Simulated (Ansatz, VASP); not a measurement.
**Two plane-wave programs on GaMo**

```
CELL_PARAMETERS angstrom
0.00000 3.13264 3.13264
3.13264 0.00000 3.13264
3.13264 3.13264 0.00000
ATOMIC_POSITIONS crystal
Ga 0.00000 0.00000 0.00000
Ga 0.25000 0.25000 0.25000
Mo 0.75000 0.75000 0.75000
Mo 0.50000 0.50000 0.50000
```

Alike in both runs: functional PBE; k mesh 5 × 5 × 5; occupations gaussian, width 0.2 eV; no spin polarisation.

Ansatz relaxed the structure, and its values are those at the end. VASP's run is a single point on that final structure, the one shown.

```csv
,VASP,Ansatz
version,VASP 6.6.1,Ansatz 0.2.0
potentials or method,"VASP PAW PBE potentials, release 64 (Ga_d, Mo_sv), cutoff 520 eV","scalar-relativistic, plane waves, PAW"
valence electrons in the cell,54,54
```

```tsv
	VASP	Ansatz	Ansatz less VASP
gap on the k mesh at the Fermi level (eV)	0.16	0.16	+0.002
least direct gap on the mesh (eV)	0.19	0.19	0.000
pressure (GPa)	0.4	0.0	-0.43
```

The functional is the same, so the differences come from potentials, cutoffs and numerics.
